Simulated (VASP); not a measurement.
A run of VASP 6.6.1:

File POSCAR:

```
InAs
1.0
    4.7312200000      0.0000000000      0.0000000000
   -2.3656100000      4.0973600000      0.0000000000
    0.0000000000      0.0000000000      2.9108900000
In As
1 1
Direct
    0.0000000000      0.0000000000      0.0000000000
    0.6666700000      0.3333300000      0.0000000000
```

INCAR.step1

```
  PREC = Accurate
  ENCUT = 520
  EDIFF = 1E-5
  ISMEAR = -1
  SIGMA = 0.05
  LREAL = False
  LASPH = True
  NELM = 100
  ALGO = Normal
  ISIF = 2
  LWAVE = True
  LCHARG = False
  GGA = PE
  NBANDS = 16
```

INCAR.step2

```
  PREC = Accurate
  ENCUT = 520
  EDIFF = 1E-7
  ISMEAR = -1
  SIGMA = 0.05
  LREAL = False
  LASPH = True
  NELM = 100
  ALGO = Normal
  ISIF = 2
  LWAVE = False
  LCHARG = False
  GGA = PS
  LHFCALC = True
  AEXX = 0.25
  PRECFOCK = Normal
  ISTART = 1
  NBANDS = 16
```

The input KPOINTS:

```
regular mesh
0
Gamma
  4 4 5
```

Potentials or basis: VASP PAW PBE potentials, release 64 (In_d, As).

The run is started by

```console
$ cat potpaw_PBE.64/In_d/POTCAR potpaw_PBE.64/As/POTCAR > POTCAR
$ cp INCAR.step1 INCAR
$ mpirun -np 1 vasp_std > vasp.out
$ cp INCAR.step2 INCAR
$ mpirun -np 1 vasp_std > vasp.out
```

Hardware: 1 thread of Oxide Virtual Turin-like Processor, with other jobs on the host.

Q: How long does it take, and how much memory?

A: Run time: 56 min on 1 thread of Oxide Virtual Turin-like Processor, on a shared host, peak memory 0.17 GiB. Counts: k points 21.
